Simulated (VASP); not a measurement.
# PbS (Fm-3m) in VASP: a series of runs

The runs below take PbS through single point, with HF, r2SCAN0, r2SCANh.

Program: VASP 6.6.1. These are calculated values, not measurements. Logs are shortened: lines on timing, memory, paths and dates and some standing lists are left out, and cuts for length are marked.

### Step 1. The cell of the first run

Symmetry: Fm-3m, No. 225, cubic system. The conventional cell has a = 5.931 Å, b = 5.931 Å, c = 5.931 Å, α = 90.00°, β = 90.00°, γ = 90.00°. Within 3.9 Å of Pb (site symmetry m-3m) lie 6 S at 2.97 Å. S (site symmetry m-3m) has 6 Pb at 2.97 Å within 3.9 Å.

### Step 2. Single point, HF

File POSCAR:

```
PbS
1.0
    0.0000000000      2.9657500000      2.9657500000
    2.9657500000      0.0000000000      2.9657500000
    2.9657500000      2.9657500000      0.0000000000
Pb S
1 1
Direct
    0.0000000000      0.0000000000      0.0000000000
    0.5000000000      0.5000000000      0.5000000000
```

File INCAR.step1:

```
PREC = Accurate
ENCUT = 520
EDIFF = 1E-5
ISMEAR = -1
SIGMA = 0.05
LREAL = F
LASPH = T
NELM = 80
ALGO = Normal
ISIF = 2
LWAVE = T
NBANDS = 17
GGA = PE
```

File INCAR.step2:

```
PREC = Accurate
ENCUT = 520
EDIFF = 1E-6
ISMEAR = -1
SIGMA = 0.05
LREAL = F
LASPH = T
NELM = 80
ALGO = Normal
ISIF = 2
LWAVE = F
LCHARG = T
GGA = PE
LHFCALC = T
AEXX = 1.0
ALDAC = 0.0
AGGAC = 0.0
PRECFOCK = Normal
LELF = T
LVHAR = T
NBANDS = 17
ISTART = 1
```

File KPOINTS:

```
Automatic mesh
0
Gamma
  4 4 4
```

Potentials or basis: VASP PAW PBE potentials, release 64 (Pb_d, S).

The run is started by

```console
cat potpaw_PBE.64/Pb_d/POTCAR potpaw_PBE.64/S/POTCAR > POTCAR
cp INCAR.step1 INCAR
mpirun -np 1 vasp_std > vasp.out
cp INCAR.step2 INCAR
mpirun -np 1 vasp_std > vasp.out
```

OUTCAR:

```text
PREC = Accurate
   ENCUT = 520
   EDIFF = 1E-6
   ISMEAR = -1
   LREAL = F
   LASPH = T
   NELM = 80
   ISIF = 2
   GGA = PE
   LHFCALC = T
   AEXX = 1.0
   PRECFOCK = Normal
   ISTART = 1

 ion  position               nearest neighbor table
   1  0.000  0.000  0.000-   2 2.97   2 2.97   2 2.97   2 2.97   2 2.97   2 2.97
   2  0.500  0.500  0.500-   1 2.97   1 2.97   1 2.97   1 2.97   1 2.97   1 2.97

  LATTYP: Found a face centered cubic cell.
 ALAT       =     5.9315000000

  Lattice vectors:

 A1 = (   0.0000000000,   2.9657500000,   2.9657500000)
 A2 = (   2.9657500000,   0.0000000000,   2.9657500000)
 A3 = (   2.9657500000,   2.9657500000,   0.0000000000)

Analysis of symmetry for initial positions (statically):
=====================================================================
 Subroutine PRICEL returns:
 Original cell was already a primitive cell.

 Routine SETGRP: Setting up the symmetry group for a
 face centered cubic supercell.

 Subroutine GETGRP returns: Found 48 space group operations
 (whereof 48 operations were pure point group operations)
 out of a pool of 48 trial point group operations.

The static configuration has the point symmetry O_h .

Analysis of symmetry for dynamics (positions and initial velocities):
=====================================================================
 Subroutine PRICEL returns:
 Original cell was already a primitive cell.

 Routine SETGRP: Setting up the symmetry group for a
 face centered cubic supercell.

 Subroutine GETGRP returns: Found 48 space group operations
 (whereof 48 operations were pure point group operations)
 out of a pool of 48 trial point group operations.

The dynamic configuration has the point symmetry O_h .

 Subroutine INISYM returns: Found 48 space group operations
 (whereof 48 operations are pure point group operations),
 and found     1 'primitive' translations

----------------------------------------------------------------------------------------

                                     Primitive cell

  volume of cell :      52.1715

[... 69 lines left out ...]
   ENCUT  =  520.0 eV  38.22 Ry    6.18 a.u.   7.80  7.80  7.80*2*pi/ulx,y,z
   NELM   =     80;   NELMIN=  2; NELMDL=  0     # of ELM steps
   EDIFF  = 0.1E-05   stopping-criterion for ELM
   LREAL  =      F    real-space projection
   EDIFFG = 0.1E-04   stopping-criterion for IOM
   NSW    =      0    number of steps for IOM
   IBRION =     -1    ionic relax: 0-MD 1-quasi-New 2-CG
   NFREE  =      0    steps in history (QN), initial steepest desc. (CG)
   ISIF   =      2    stress and relaxation
   ISYM   =      3    0-nonsym 1-usesym 2-fastsym
   POTIM  = 0.5000    time-step for ionic-motion
   TEBEG  =    0.0;   TEEND  =   0.0 temperature during run
   PSTRESS=    0.0 pullay stress
   NELECT =      20.0000    total number of electrons
   NUPDOWN=      -1.0000    fix difference up-down
   EMIN   =  10.00;   EMAX   =-10.00  energy-range for DOS
   EFERMI =   0.00;   METHOD = LEGACY
   ISMEAR =    -1;   SIGMA  =   0.05  broadening in eV -4-tet -1-fermi 0-gaus
   EFERMI_NEDOS =   21; number of points for ismear=-14 and -15
   IALGO  =     38    algorithm
   IMIX   =      1    mixing-type and parameters
     AMIX     =   0.40;   BMIX     =  1.00
     AMIX_MAG =   1.60;   BMIX_MAG =  1.00
  volume/ion in A,a.u.               =      26.09       176.04
  Fermi-wavevector in a.u.,A,eV,Ry     =   1.189251  2.247359 19.242973  1.414319
  Thomas-Fermi vector in A             =   2.325363
   LORBIT       =      0    0 simple, 1 ext, 2 COOP (PROOUT), +10 PAW based schemes
   GGA     = PE    functional components
   LHFCALC =     T    Hartree Fock is set to
   PRECFOCK=normal    Normal, Fast or Accurate (Low or Medium for compatibility)
   ENCUT4O =  -1.0   cutoff for four orbital integrals eV
   NKREDX  =     1    reduce k-point grid by
   NKREDY  =     1    reduce k-point grid by
   NKREDZ  =     1    reduce k-point grid by
   AEXX    =    1.0000 exact exchange contribution
   HFSCREEN=    0.0000 screening length (either q_TF or 0.3 A-1)
   HFSCREENC=   0.0000 screening length for correlation (either q_TF or 0.3 A-1)
   ENCUTFOCK=  -1.0 apply spherical cutoff to Coloumb kernel
   IVDW    =     0    specifies the selected vdW correction
   LEPSILON=     F    determine dielectric tensor
   LRPA    =     F    only Hartree local field effects (RPA)
 non-spin polarized calculation
  energy-cutoff  :      520.00
  volume of cell :       52.17
 maximum number of plane-waves:      1424
  NGX = 24; NGY = 24; NGZ = 24

 number of electron      19.9999998 magnetization

 Free energy of the ion-electron system (eV)
  ---------------------------------------------------
  ext. energy  EPLUGINS =         0.00000000
  ---------------------------------------------------
  free energy    TOTEN  =       -17.72150082 eV

  energy without entropy =      -17.72150082  energy(sigma->0) =      -17.72150082

 E-fermi :   5.5979     XC(G=0):   0.0000

 val. band max:        4.4876263118   @ k =   0.5000   0.0000   0.0000
 cond. band min:       9.9859020998   @ k =   0.5000   0.0000   0.0000
 fundamental gap:      5.4982757880
 Fermi energy:         5.5979485858

 k-point     1 :       0.0000    0.0000    0.0000
  band No.  band energies     occupation
      1     -19.2855      2.00000
      2     -19.2855      2.00000
      3     -19.2426      2.00000
      4     -19.2426      2.00000
      5     -19.2426      2.00000
      6     -15.3670      2.00000
[... 137 lines left out ...]
      4     -19.2280      2.00000
      5     -19.1847      2.00000
      6     -13.1994      2.00000
[... 9 lines left out ...]
     16      23.9758      0.00000
     17      24.2892      0.00000

------------------------ aborting loop because EDIFF is reached ----------------------------------------

  FORCE on cell =-STRESS in cart. coord.  units (eV):
  Direction    XX          YY          ZZ          XY          YZ          ZX
  --------------------------------------------------------------------------------------
  -------------------------------------------------------------------------------------
  Total        2.4400197      2.4400197      2.4400197      0.0000000     -0.0000000      0.0000000
  in kB       74.9325143     74.9325143     74.9325143      0.0000000     -0.0000000      0.0000000
  external PRESSURE =      74.9325143 kB  Pullay stress =       0.0000000 kB

 VOLUME and BASIS-vectors are now :
 -----------------------------------------------------------------------------
  energy-cutoff  :      520.00
  volume of cell :       52.17
      direct lattice vectors                 reciprocal lattice vectors
     0.000000000  2.965750000  2.965750000    -0.168591419  0.168591419  0.168591419
     2.965750000  0.000000000  2.965750000     0.168591419 -0.168591419  0.168591419
     2.965750000  2.965750000  0.000000000     0.168591419  0.168591419 -0.168591419

 POSITION                                       TOTAL-FORCE (eV/Angst)
 -----------------------------------------------------------------------------------
      0.00000      0.00000      0.00000        -0.000000     -0.000000     -0.000000
      2.96575      2.96575      2.96575         0.000000      0.000000      0.000000
 -----------------------------------------------------------------------------------
    total drift:                                0.000000      0.000000     -0.000000

  FREE ENERGIE OF THE ION-ELECTRON SYSTEM (eV)
  ---------------------------------------------------
  free  energy   TOTEN  =       -17.7215008165 eV

  energy  without entropy=      -17.7215008164  energy(sigma->0) =      -17.72150082
```

Run time: 23 min. Hardware: 1 thread of Intel Xeon 8259CL, shared host; peak memory 0.19 GiB.

What came out:

- Free energy: -17.7215 eV
- Pressure: 7.5 GPa
- Band gap on the k mesh: 5.50 eV

Levels at points of the mesh, in eV from the valence-band top:
```
           k point  band 6  band 7  band 8  band 9  band 10  band 11  band 12  band 13  band 14  band 15
(0.00, 0.00, 0.00)  -19.85   -7.42   -3.81   -3.81    -3.81    11.73    11.73    11.73    12.82    12.82
(0.50, 0.00, 0.00)  -18.34  -12.14   -3.37   -3.37     0.00     5.50     7.29     7.29    15.26    17.24
(0.50, 0.50, 0.00)  -17.69   -9.18   -7.84   -5.48    -5.48     9.25    12.36    12.44    12.44    18.54
```

Caveat: the k points lie up to 0.46 Å⁻¹ apart; the PAW data sets were made with another functional, which shifts forces and pressure a little; spin-orbit coupling is left out, which moves the levels of the heavy elements. A k mesh can miss the band edges.

### Step 3. Single point, r2SCAN0

POSCAR is that of step 2.

File INCAR.step1:

```
PREC = Accurate
ENCUT = 520
EDIFF = 1E-5
ISMEAR = -1
SIGMA = 0.05
LREAL = False
LASPH = True
NELM = 80
ALGO = Normal
ISIF = 2
LWAVE = True
LCHARG = False
GGA = PE
NBANDS = 17
```

File INCAR.step2:

```
PREC = Accurate
ENCUT = 520
EDIFF = 1E-7
ISMEAR = -1
SIGMA = 0.05
LREAL = False
LASPH = True
NELM = 80
ALGO = Normal
ISIF = 2
LWAVE = False
LCHARG = False
METAGGA = R2SCAN
LHFCALC = True
AEXX = 0.25
LMIXTAU = True
PRECFOCK = Normal
ISTART = 1
NBANDS = 17
```

File KPOINTS:

```
regular mesh
0
Gamma
  4 4 4
```

Potentials or basis: VASP PAW PBE potentials, release 64 (Pb_d, S).

The run is started by

```console
cat potpaw_PBE.64/Pb_d/POTCAR potpaw_PBE.64/S/POTCAR > POTCAR
cp INCAR.step1 INCAR
mpirun -np 1 vasp_std > vasp.out
cp INCAR.step2 INCAR
mpirun -np 1 vasp_std > vasp.out
```

Run time: 13 min. Hardware: 1 thread of Intel Xeon 8259CL, shared host; peak memory 0.2 GiB.

The run converged. Its results:

* Free energy: -54.4371 eV
* Pressure: 0.7 GPa
* Band gap on the k mesh: 1.66 eV

Levels at points of the mesh, in eV from the valence-band top:
```csv
k point,band 8,band 9,band 10,band 11,band 12,band 13
"(0.00, 0.00, 0.00)",-2.68,-2.68,-2.68,7.00,7.00,7.00
"(0.50, 0.00, 0.00)",-2.25,-2.25,0.00,1.66,3.32,3.32
"(0.50, 0.50, 0.00)",-6.05,-4.09,-4.09,5.26,7.50,7.58
```

Caveat: the k points lie up to 0.46 Å⁻¹ apart; the PAW data sets were made with another functional, which shifts forces and pressure a little; spin-orbit coupling is left out, which moves the levels of the heavy elements. A k mesh can miss the band edges.

### Step 4. Single point, r2SCANh

POSCAR is that of step 3.

File INCAR.step1:

```
SYSTEM = PbS
PREC = Accurate
ENCUT = 520
EDIFF = 1E-5
ISMEAR = -1
SIGMA = 0.05
LREAL = .False.
LASPH = .True.
NELM = 100
ALGO = Normal
ISIF = 2
LWAVE = .True.
LCHARG = .False.
GGA = PE
NBANDS = 17
```

File INCAR.step2:

```
SYSTEM = PbS
PREC = Accurate
ENCUT = 520
EDIFF = 1E-7
ISMEAR = -1
SIGMA = 0.05
LREAL = .False.
LASPH = .True.
NELM = 100
ALGO = Normal
ISIF = 2
LWAVE = .False.
LCHARG = .False.
METAGGA = R2SCAN
LHFCALC = .True.
AEXX = 0.1
LMIXTAU = .True.
PRECFOCK = Normal
ISTART = 1
NBANDS = 17
```

File KPOINTS:

```
Automatic mesh
0
Gamma
  4 4 4
  0 0 0
```

The run is started by

```console
cat potpaw_PBE.64/Pb_d/POTCAR potpaw_PBE.64/S/POTCAR > POTCAR
cp INCAR.step1 INCAR
mpirun -np 1 vasp_std > vasp.out
cp INCAR.step2 INCAR
mpirun -np 1 vasp_std > vasp.out
```

Run time: 14 min. Hardware: 1 thread of Intel Xeon 8259CL, shared host; peak memory 0.2 GiB.

Results (log left out):

```yaml
Free_energy: -61.1230 eV
Pressure: 1.1 GPa
Band_gap_on_the_k_mesh: 1.03 eV
```

Levels at points of the mesh, in eV from the valence-band top:
```tsv
k point	band 7	band 8	band 9	band 10	band 11	band 12	band 13	band 14
(0.00, 0.00, 0.00)	-6.28	-2.48	-2.48	-2.48	6.13	6.13	6.13	7.65
(0.50, 0.00, 0.00)	-9.45	-2.06	-2.06	0.00	1.03	2.63	2.63	9.70
(0.50, 0.50, 0.00)	-7.59	-5.66	-3.81	-3.81	4.58	6.60	6.68	6.68
```

Caveat: the k points lie up to 0.46 Å⁻¹ apart; the PAW data sets were made with another functional, which shifts forces and pressure a little; spin-orbit coupling is left out, which moves the levels of the heavy elements.

### Step 5. Summary

| level | share of exact exchange | gap on the mesh (eV) | pressure (GPa) |
| --- | --- | --- | --- |
| HF | 1 | 5.50 | 7.5 |
| r2SCAN0 | 0.25 | 1.66 | 0.7 |
| r2SCANh | 0.1 | 1.03 | 1.1 |

Alike in all rows: task single point; potentials or basis VASP PAW PBE potentials, release 64 (Pb_d, S); no spin polarisation; cell as given; k mesh 4 × 4 × 4; cutoff (eV) 520; smearing fermi-dirac 0.05 eV.

Caveats: all runs use coarse meshes; the PAW data sets were made with another functional, which shifts forces and pressure a little; spin-orbit coupling is left out, which moves the levels of the heavy elements.

Absolute energies hang on the potentials; compare differences alone.
